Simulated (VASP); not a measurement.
The system is LiCl (rocksalt type).

```xyz
2
Lattice="0.0000 2.2782 2.2782 2.2782 0.0000 2.2782 2.2782 2.2782 0.0000" Properties=species:S:1:pos:R:3 pbc="T T T"
Li    0.0000    0.0000    0.0000
Cl    2.2782    2.2782    2.2782
```

| Quantity | Value |
| --- | --- |
| Program | VASP 6.6.1 |
| Task | relaxation of cell and atoms |
| Functional | PBE |
| Potentials or basis | VASP PAW PBE potentials, release 64 (Li_sv, Cl) |
| Cutoff | 600 eV |
| k mesh | 14 × 14 × 14 |
| Occupations | fermi-dirac, width 0.05 eV |
| Spin | no spin polarisation |

At the start: pressure 25.5 GPa; volume 11.82 Å³/atom.

Task: Where does the relaxation end?

Result: Over 6 steps the energy falls by 299.3 meV/atom and the volume is 16.96 Å³/atom (+43.5 %); space group Fm-3m (No. 225, to 0.1 Å) before and after.

The path:
| step | energy change (eV) | largest force (eV/Å) | pressure (GPa) | volume (Å³) |
| --- | --- | --- | --- | --- |
| 1 | 0.0000 | 0.0000 | 25.55 | 23.65 |
| 2 | -0.5614 | 0.0000 | 4.08 | 30.71 |
| 3 | -0.5944 | 0.0000 | 1.23 | 32.76 |
| 4 | -0.5986 | 0.0000 | 0.12 | 33.76 |
| 5 | -0.5986 | 0.0000 | -0.11 | 33.99 |
| 6 | -0.5986 | 0.0000 | -0.04 | 33.93 |

Final structure:
```
Li Cl
1.0
     0.00000    2.56948    2.56948
     2.56948    0.00000    2.56948
     2.56948    2.56948    0.00000
Li Cl
1 1
Direct
  0.00000 0.00000 0.00000
  0.50000 0.50000 0.50000
```

Caveat: the cutoff is under 1.25 times the usual one of these potentials, so pressure, stress and relaxed cells hold a basis-set (Pulay) error; the volume moved by over 15 % at a fixed basis, so the end points are rough.
